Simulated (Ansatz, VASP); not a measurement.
**Two plane-wave programs on Pb**

```
CELL_PARAMETERS angstrom
0.00000 2.43755 2.43755
2.43755 0.00000 2.43755
2.43755 2.43755 0.00000
ATOMIC_POSITIONS crystal
Pb 0.00000 0.00000 0.00000
```

Alike in both runs: task single point; functional LDA; k mesh 11 × 11 × 11; occupations fermi-dirac, width 0.1 eV; non-collinear spin, spin-orbit coupling.

```csv
,VASP,Ansatz
version,VASP 6.6.1,Ansatz 0.2.0
potentials or method,"VASP PAW LDA potentials, release 64 (Pb_d), cutoff 500 eV","plane waves (420 eV) with PAW, fully relativistic with spin-orbit coupling"
valence electrons in the cell,14,14
```

|  | VASP | Ansatz | Ansatz less VASP |
| --- | --- | --- | --- |
| net moment per atom (μB) | 0.00 | 0.00 | 0.000 |

Ansatz warns that its potentials were made for another functional, while VASP's fit it. LDA's correlation is that of Perdew and Zunger in VASP and of Perdew and Wang (1992) in Ansatz.
